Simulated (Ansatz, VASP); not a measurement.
# One calculation of Gd, two programs

```xyz
2
Lattice="3.5411 0.0000 0.0000 -1.7705 3.0667 0.0000 0.0000 0.0000 5.6485" Properties=species:S:1:pos:R:3 pbc="T T T"
Gd    0.0000    2.0445    1.4121
Gd    1.7705    1.0222    4.2364
```

Alike in both runs: functional PBEsol; k mesh 10 × 10 × 6; occupations fermi-dirac, width 0.05 eV; collinear spin.

Ansatz relaxed the structure, and its values are those at the end. VASP's run is a single point on that final structure, the one shown.

|  | VASP | Ansatz |
| --- | --- | --- |
| version | VASP 6.6.1 | Ansatz 0.2.0 |
| potentials or method | VASP PAW PBE potentials, release 64 (Gd), cutoff 520 eV | plane waves (420 eV) with PAW, scalar-relativistic |
| valence electrons in the cell | 36 | 36 |

|  | VASP | Ansatz | Ansatz less VASP |
| --- | --- | --- | --- |
| pressure (GPa) | 0.0 | 0.0 | +0.03 |
| net moment per atom (μB) | 0.00 | 0.00 | 0.000 |
| size of the moment on the site where the two differ most (μB) | 6.94 | 7.22 | +0.285 |

VASP's potentials were made for PBE, not for PBEsol, and Ansatz warns of the same on its side. Site moments also hang on the region over which each program counts them.

Spin-orbit coupling is off throughout.
